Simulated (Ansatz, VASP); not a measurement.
**One calculation of Pt, two programs**

The input INCAR:

```
PREC     = Accurate       # precision mode
ENCUT    = 520            # plane-wave cutoff, eV
EDIFF    = 1E-7           # SCF threshold, eV
ISMEAR   = 0              # smearing method
SIGMA    = 0.2            # smearing width, eV
LREAL    = F              # projectors in reciprocal space
LASPH    = T              # aspherical terms in the spheres
NELM     = 80             # most SCF steps
ALGO     = Normal         # electronic algorithm
ISIF     = 2              # what is computed and relaxed
LWAVE    = F              # write WAVECAR
LCHARG   = T              # write CHGCAR
GGA      = PE             # functional
LELF     = T              # ELF
LVHAR    = T            
NBANDS   = 11             # bands
```

Contents of KPOINTS:

```
Automatic mesh
0
Gamma
  14 14 14
```

The input POSCAR:

```
Pt
1.0
    0.0000000000      1.9857786488      1.9857786488
    1.9857786488      0.0000000000      1.9857786488
    1.9857786488      1.9857786488      0.0000000000
Pt
1
Direct
    0.0000000000      0.0000000000      0.0000000000
```

Input for Ansatz:

```yaml
crystal:
  lattice:
    - [0.0, 1.9857786488, 1.9857786488]
    - [1.9857786488, 0.0, 1.9857786488]
    - [1.9857786488, 1.9857786488, 0.0]
  atoms:
    - { symbol: Pt, position: [0.0, 0.0, 0.0] }
hamiltonian:
  xc: pbe
  pseudopotentials:
    kind: paw
    azcp:
      Pt: "pseudopotentials/Pt.paw.azcp"
basis:
  ecutwfc: 420
  fft_grid_basis: typed
kpoints:
  mp_grid: { grid: [14, 14, 14], shift: [0, 0, 0] }
magnetization:
  spin_polarized: false
scf:
  occupations: { method: gaussian, width: 0.2 }
  lower_state_search: "off"
output:
  stress: true
```

Alike in both runs: task single point; functional PBE; k mesh 14 × 14 × 14; occupations gaussian, width 0.2 eV; no spin polarisation.

|  | VASP | Ansatz |
| --- | --- | --- |
| version | VASP 6.6.1 | Ansatz 0.2.0 |
| potentials or method | VASP PAW PBE potentials, release 64 (Pt), cutoff 520 eV | plane waves (420 eV) with PAW, scalar-relativistic |
| valence electrons in the cell | 10 | 18 |

Ansatz gave:

```
pressure (GPa) : -0.2
```

**Question.** What did VASP give for the same quantities?

**Answer.** Pressure (GPa): -0.7.

With one functional, cell and mesh, what is left measures potentials, basis and numerics. VASP's potentials hold 10 valence electrons a cell and Ansatz's 18, so a difference there can come from the potentials and not from the codes.

Neither program's run includes spin-orbit coupling.
